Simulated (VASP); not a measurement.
# RbH2 (Cccm) in VASP: further runs, part 2 of 2

VASP 6.6.1. Earlier steps stand in the parts before.

## (3) Relaxation of cell and atoms, PBE

This run uses another cell than the first one, of 10.90 Å³/atom.

The input, INCAR:

```
SYSTEM = RbH2
PREC     = Accurate       ! precision mode
ENCUT    = 600            ! plane-wave cutoff, eV
EDIFF    = 1E-6           ! SCF threshold, eV
ISMEAR   = 0              ! smearing method
SIGMA    = 0.1            ! smearing width, eV
LREAL    = .False.        ! projectors in reciprocal space
LASPH    = .True.         ! aspherical terms in the spheres
NELM     = 60             ! most SCF steps
ALGO     = Normal         ! electronic algorithm
ISIF     = 3              ! what is computed and relaxed
LWAVE    = .False.        ! write WAVECAR
LCHARG   = .False.        ! write CHGCAR
GGA      = PE             ! functional
IBRION   = 2              ! ionic algorithm
NSW      = 90             ! ionic steps
EDIFFG   = -0.04          ! ionic threshold
```

The input, KPOINTS:

```
regular mesh
0
Gamma
  6 6 4
  0 0 0
```

The input, POSCAR:

```
RbH2
1.0
    2.4769580000     -2.4901413200      0.0000000000
    2.4769580000      2.4901413200      0.0000000000
    0.0000000000      0.0000000000      5.3000437600
Rb H
2 4
Direct
    0.0000000000      0.5000000000      0.0000000000
    0.5000000000      0.0000000000      0.5000000000
    0.7845240200      0.7845240200      0.7500000000
    0.2154759800      0.2154759800      0.7500000000
    0.2154759800      0.2154759800      0.2500000000
    0.7845240200      0.7845240200      0.2500000000
```

Potentials or basis: VASP PAW PBE potentials, release 64 (Rb_sv, H).

Command:

```bash
$ cat potpaw_PBE.64/Rb_sv/POTCAR potpaw_PBE.64/H/POTCAR > POTCAR
$ mpirun -np 1 vasp_std > vasp.out
```

OUTCAR:

```text
SYSTEM = RbH2
   PREC = Accurate
   ENCUT = 600
   EDIFF = 1E-6
   ISMEAR = 0
   LREAL = .False.
   LASPH = .True.
   NELM = 60
   ISIF = 3
   GGA = PE
   IBRION = 2
   NSW = 90
   EDIFFG = -0.04

 ion  position               nearest neighbor table
   1  0.000  0.500  0.000-   3 1.83   4 1.83   5 1.83   6 1.83   4 2.94   5 2.94   3 2.94   6 2.94
                             3 3.21   6 3.21   4 3.21   5 3.21   2 3.63   2 3.63   2 3.63   2 3.63
   2  0.500  0.000  0.500-   3 1.83   4 1.83   5 1.83   6 1.83   4 2.94   5 2.94   3 2.94   6 2.94
                             4 3.21   5 3.21   3 3.21   6 3.21   1 3.63   1 3.63   1 3.63   1 3.63
   3  0.785  0.785  0.750-   1 1.83   2 1.83   2 2.94   1 2.94   2 3.21   1 3.21
   4  0.215  0.215  0.750-   1 1.83   2 1.83   1 2.94   2 2.94   1 3.21   2 3.21
   5  0.215  0.215  0.250-   1 1.83   2 1.83   1 2.94   2 2.94   1 3.21   2 3.21
   6  0.785  0.785  0.250-   1 1.83   2 1.83   2 2.94   1 2.94   2 3.21   1 3.21

  LATTYP: Found a base centered orthorhombic cell.
 ALAT       =     4.9539160000
 B/A-ratio  =     1.0053223833
 C/A-ratio  =     1.0698695254

  Lattice vectors:

 A1 = (   2.4769580000,  -2.4901413200,   0.0000000000)
 A2 = (   2.4769580000,   2.4901413200,   0.0000000000)
 A3 = (   0.0000000000,   0.0000000000,   5.3000437600)

Analysis of symmetry for initial positions (statically):
=====================================================================
 Subroutine PRICEL returns:
 Original cell was already a primitive cell.

 Routine SETGRP: Setting up the symmetry group for a
 base centered orthorhombic supercell.

 Subroutine GETGRP returns: Found  8 space group operations
 (whereof  4 operations were pure point group operations)
 out of a pool of  8 trial point group operations.

The static configuration has the point symmetry C_2h.
 The point group associated with its full space group is D_2h.

Analysis of symmetry for dynamics (positions and initial velocities):
=====================================================================
 Subroutine PRICEL returns:
 Original cell was already a primitive cell.

 Routine SETGRP: Setting up the symmetry group for a
 base centered orthorhombic supercell.

 Subroutine GETGRP returns: Found  8 space group operations
 (whereof  4 operations were pure point group operations)
 out of a pool of  8 trial point group operations.

The dynamic configuration has the point symmetry C_2h.
 The point group associated with its full space group is D_2h.

 Subroutine INISYM returns: Found  8 space group operations
 (whereof  4 operations are pure point group operations),
 and found     1 'primitive' translations

----------------------------------------------------------------------------------------

                                     Primitive cell

  volume of cell :      65.3811

  direct lattice vectors                    reciprocal lattice vectors
     2.476958000 -2.490141320  0.000000000     0.201860508 -0.200791817  0.000000000
     2.476958000  2.490141320  0.000000000     0.201860508  0.200791817  0.000000000
     0.000000000  0.000000000  5.300043760     0.000000000  0.000000000  0.188677687

  length of vectors
     3.512281983  3.512281983  5.300043760     0.284719192  0.284719192  0.188677687

  position of ions in fractional coordinates (direct lattice)
     1.000000000  0.500000000  0.000000000
     0.500000000  1.000000000  0.500000000
     0.784524020  0.784524020  0.750000000
     0.215475980  0.215475980  0.750000000
     0.215475980  0.215475980  0.250000000
     0.784524020  0.784524020  0.250000000

  ion indices of the primitive-cell ions
   primitive index   ion index
                 1           1
                 2           2
                 3           3
                 4           4
                 5           5
                 6           6

[... 20 lines left out ...]

 Subroutine IBZKPT returns following result:
 ===========================================

 Found     39 irreducible k-points:

 Following reciprocal coordinates:
            Coordinates               Weight
  0.000000  0.000000  0.000000      1.000000
  0.166667 -0.000000  0.000000      4.000000
  0.333333  0.000000  0.000000      4.000000
  0.500000 -0.000000  0.000000      2.000000
  0.166667  0.166667  0.000000      2.000000
  0.333333  0.166667  0.000000      4.000000
[... 16 lines left out ...]
  0.333333  0.333333  0.250000      4.000000
  0.500000  0.333333  0.250000      8.000000
 [... further k-points ...]
   k-points           NKPTS =     39   k-points in BZ     NKDIM =     39   number of bands    NBANDS=     15
   number of dos      NEDOS =    301   number of ions     NIONS =      6
   total plane-waves  NPLWV =  32928
   dimension x,y,z NGX =    28 NGY =   28 NGZ =   42
   dimension x,y,z NGXF=    56 NGYF=   56 NGZF=   84
   ions per type =               2   4
   NGX,Y,Z   is equivalent  to a cutoff of  13.25, 13.25, 13.17 a.u.
   NGXF,Y,Z  is equivalent  to a cutoff of  26.51, 26.51, 26.35 a.u.
 SYSTEM =  RbH2
   PREC   = accura    normal or accurate (medium, high low for compatibility)
   ISTART =      0    job   : 0-new  1-cont  2-samecut
   ICHARG =      2    charge: 1-file 2-atom 10-const
   ISPIN  =      1    spin polarized calculation?
   LNONCOLLINEAR =      F non collinear calculations
   LSORBIT =      F    spin-orbit coupling
   LASPH  =      T    aspherical Exc in radial PAW
   ENCUT  =  600.0 eV  44.10 Ry    6.64 a.u.   7.01  7.01 10.59*2*pi/ulx,y,z
   NELM   =     60;   NELMIN=  2; NELMDL= -5     # of ELM steps
   EDIFF  = 0.1E-05   stopping-criterion for ELM
   LREAL  =      F    real-space projection
   EDIFFG = -.4E-01   stopping-criterion for IOM
   NSW    =     90    number of steps for IOM
   IBRION =      2    ionic relax: 0-MD 1-quasi-New 2-CG
   NFREE  =      1    steps in history (QN), initial steepest desc. (CG)
   ISIF   =      3    stress and relaxation
   ISYM   =      2    0-nonsym 1-usesym 2-fastsym
   POTIM  = 0.5000    time-step for ionic-motion
   TEBEG  =    0.0;   TEEND  =   0.0 temperature during run
   PSTRESS=    0.0 pullay stress
   NELECT =      22.0000    total number of electrons
   NUPDOWN=      -1.0000    fix difference up-down
   EMIN   =  10.00;   EMAX   =-10.00  energy-range for DOS
   EFERMI =   0.00;   METHOD = LEGACY
   ISMEAR =     0;   SIGMA  =   0.10  broadening in eV -4-tet -1-fermi 0-gaus
   EFERMI_NEDOS =   21; number of points for ismear=-14 and -15
   IALGO  =     38    algorithm
   IMIX   =      4    mixing-type and parameters
     AMIX     =   0.40;   BMIX     =  1.00
     AMIX_MAG =   1.60;   BMIX_MAG =  1.00
  volume/ion in A,a.u.               =      10.90        73.54
  Fermi-wavevector in a.u.,A,eV,Ry     =   1.138671  2.151777 17.640936  1.296572
  Thomas-Fermi vector in A             =   2.275375
   LORBIT       =      0    0 simple, 1 ext, 2 COOP (PROOUT), +10 PAW based schemes
   GGA     = PE    functional components
   LHFCALC =     F    Hartree Fock is set to
   AEXX    =    0.0000 exact exchange contribution
   IVDW    =     0    specifies the selected vdW correction
   LEPSILON=     F    determine dielectric tensor
   LRPA    =     F    only Hartree local field effects (RPA)
 conjugate gradient relaxation of ions
 non-spin polarized calculation
 Gauss-broadening in eV      SIGMA  =   0.10
  energy-cutoff  :      600.00
  volume of cell :       65.38
 maximum number of plane-waves:      2204
   NGX = 15   NGY = 15   NGZ = 21

--------------------------------------- Ionic step        1  -------------------------------------------

 number of electron      22.0000004 magnetization

 Free energy of the ion-electron system (eV)
  ---------------------------------------------------
  ext. energy  EPLUGINS =         0.00000000
  ---------------------------------------------------
  free energy    TOTEN  =        -3.55604876 eV

  energy without entropy =       -3.55092325  energy(sigma->0) =       -3.55348601

 E-fermi :   3.3079     XC(G=0):  -9.4440

 val. band max:        3.3009265049   @ k =   0.5000   0.3333   0.0000
 cond. band min:       3.4638504866   @ k =   0.5000   0.5000   0.2500
 fundamental gap:      0.1629239817
 Fermi energy:         3.3079270707
[... 977 lines left out ...]
      4     -12.0348      2.00000
      5     -11.9881      2.00000
      6     -11.9706      2.00000
      7     -11.8779      2.00000
      8     -11.8194      2.00000
      9      -3.7522      2.00000
     10      -3.5415      2.00000
     11      -1.2712      1.33116
     12      -0.7666      0.00000
     13       1.7934      0.00000
     14       3.1100      0.00000
     15       4.0982      0.00000

 [... further k-points ...]

[... ionic steps 4 to 62 ...]

--------------------------------------- Ionic step       63  -------------------------------------------

 number of electron      22.0000023 magnetization

------------------------ aborting loop because EDIFF is reached ----------------------------------------
[... 75 lines left out ...]
--------------------------------------- Ionic step       65  -------------------------------------------

 number of electron      22.0000023 magnetization

 Free energy of the ion-electron system (eV)
  ---------------------------------------------------
  ext. energy  EPLUGINS =         0.00000000
  ---------------------------------------------------
  free energy    TOTEN  =       -14.58001227 eV

  energy without entropy =      -14.57119426  energy(sigma->0) =      -14.57560327

 E-fermi :   0.8316     XC(G=0):  -6.3057

 val. band max:        0.7632374043   @ k =   0.5000   0.5000   0.2500
 cond. band min:       0.8365364990   @ k =   0.5000   0.3333   0.2500
 fundamental gap:      0.0732990947
 Fermi energy:         0.8315823183
[... 465 lines left out ...]
  FREE ENERGIE OF THE ION-ELECTRON SYSTEM (eV)
  ---------------------------------------------------
  free  energy   TOTEN  =       -14.5800122748 eV

  energy  without entropy=      -14.5711942566  energy(sigma->0) =      -14.57560327

 reached required accuracy - stopping structural energy minimisation
```

Run time: 31 min. Hardware: 1 thread of Oxide Virtual Turin-like, shared host; peak memory 0.17 GiB.

Results:

```yaml
Free_energy: -14.5800 eV
Relaxed_volume: 27.37 Å³/atom
Relaxed_cell: a = 5.606 Å, b = 5.606 Å, c = 5.254 Å, α = 90.00°, β = 90.00°, γ = 95.87°
Space_group_after_relaxing_to_0.1_Å: Cccm (No. 66)
Energy_gained_by_relaxing: 1837.3 meV/atom
Ionic_steps: 65
Pressure_after_relaxing: 0.2 GPa
Largest_force_after_relaxing: 0.038 eV/Å
Band_gap_on_the_k_mesh: zero (bands 11 and 12 overlap by 1.20 eV)
```

Forces in eV/Å, atoms in the order of the input:
```
Rb   0.000  0.000  0.000
Rb   0.000  0.000  0.000
H    0.038  0.000  0.000
H   -0.038  0.000  0.000
H   -0.038  0.000  0.000
H    0.038  0.000  0.000
```

Stress tensor (GPa, compression positive):
```
0.11 0.00 0.00
0.00 0.21 0.00
0.00 0.00 0.23
```

The path:
| step | energy change (eV) | largest force (eV/Å) | pressure (GPa) | volume (Å³) |
| --- | --- | --- | --- | --- |
| 1 | 0.0000 | 0.4560 | 45.10 | 65.38 |
| 3 | -7.6857 | 0.4764 | 2.61 | 118.10 |
| 5 | -8.1701 | 0.3763 | -1.78 | 152.44 |
| 7 | -8.4447 | 0.4188 | -1.74 | 144.14 |
| 9 | -9.0487 | 0.2942 | 3.56 | 95.71 |
| 11 | -9.6596 | 0.4234 | -1.46 | 109.02 |
| 13 | -9.8454 | 0.3845 | 0.65 | 99.86 |
| 15 | -9.9969 | 0.0481 | 3.06 | 98.23 |
| 17 | -10.0957 | 0.4007 | 3.48 | 103.01 |
| 19 | -9.4579 | 8.9918 | 5.23 | 144.45 |
| 21 | -10.2110 | 2.8769 | 4.41 | 123.98 |
| 23 | -10.3035 | 2.8331 | 3.92 | 128.59 |
| 25 | -10.5390 | 3.0914 | 2.42 | 150.22 |
| 27 | -10.8206 | 1.6609 | 0.20 | 195.53 |
| 29 | -10.8830 | 0.2231 | -0.53 | 205.47 |
| 31 | -10.8874 | 0.2830 | -0.48 | 203.58 |
| 33 | -10.9170 | 0.2953 | -0.24 | 191.26 |
| 35 | -10.9252 | 0.4032 | -0.18 | 174.41 |
| 37 | -10.9329 | 0.0399 | 0.01 | 174.98 |
| 39 | -10.9487 | 0.0179 | 0.05 | 174.76 |
| 41 | -10.9843 | 0.1887 | 0.27 | 172.39 |
| 43 | -10.4816 | 3.0779 | 3.68 | 139.10 |
| 45 | -10.9292 | 1.5666 | 1.13 | 164.61 |
| 47 | -10.9312 | 1.5511 | 1.12 | 164.61 |
| 49 | -10.9388 | 1.4907 | 1.08 | 164.60 |
| 51 | -10.9650 | 1.2637 | 0.95 | 164.27 |
| 53 | -10.9547 | 0.5622 | 0.87 | 158.53 |
| 55 | -10.9834 | 0.7804 | 0.83 | 160.87 |
| 57 | -11.0040 | 0.5742 | 0.67 | 161.32 |
| 59 | -11.0143 | 0.2426 | 0.50 | 161.39 |
| 61 | -11.0160 | 0.1418 | 0.45 | 161.53 |
| 63 | -11.0202 | 0.1269 | 0.24 | 162.33 |
| 65 | -11.0240 | 0.0379 | 0.19 | 164.22 |

Final structure:
```cif
data_structure
_symmetry_space_group_name_H-M 'P 1'
_symmetry_Int_Tables_number 1
_cell_length_a 5.6056
_cell_length_b 5.6056
_cell_length_c 5.2538
_cell_angle_alpha 90.000
_cell_angle_beta 90.000
_cell_angle_gamma 95.867
_cell_volume 164.22
loop_
_atom_site_label
_atom_site_type_symbol
_atom_site_fract_x
_atom_site_fract_y
_atom_site_fract_z
_atom_site_occupancy
Rb1 Rb 0.00000 0.50000 0.00000 1
Rb2 Rb 0.50000 0.00000 0.50000 1
H1 H 0.94786 0.94786 0.75000 1
H2 H 0.05214 0.05214 0.75000 1
H3 H 0.05214 0.05214 0.25000 1
H4 H 0.94786 0.94786 0.25000 1
```

Caveat: the volume moved by over 15 % at a fixed basis, so the end points are rough.
